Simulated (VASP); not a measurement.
**Mn: single point with LDA**

Crystal: Mn.

```
Mn
1.0
    -1.36325    1.36325    1.36325
     1.36325   -1.36325    1.36325
     1.36325    1.36325   -1.36325
Mn
1
Direct
  0.00000 0.00000 0.00000
```

```
Program                : VASP 6.6.1
Task                   : single point
Functional             : LDA
Potentials or basis    : VASP PAW LDA potentials, release 64 (Mn_pv)
Cutoff                 : 520 eV
k mesh                 : 26 × 26 × 26
Occupations            : fermi-dirac, width 0.1 eV
Spin                   : no spin polarisation
Dipole correction      : no
Further INCAR settings : ALGO = Normal; EDIFF = 1e-06; NBANDS = 12
```

```json
{
  "Pressure": "0.2 GPa"
}
```

Levels at points of the mesh, in eV from the Fermi level:
```
           k point  band 4  band 5  band 6  band 7  band 8  band 9
(0.00, 0.00, 0.00)   -8.85   -1.71   -1.71   -1.71    0.33    0.33
(0.50, 0.00, 0.00)   -5.31   -3.30    0.36    0.67    0.83    2.16
(0.50, 0.50, 0.50)   -5.25   -5.25    1.76    1.76    1.76   11.12
```

It took 72 s on 1 thread of AMD EPYC 7R13, on a shared host, peak memory 0.13 GiB.

Caveat: the run has no spin polarisation, though such a crystal can be magnetic. Spin polarisation is off, so any magnetic state and its effect on volume and gap are missing.
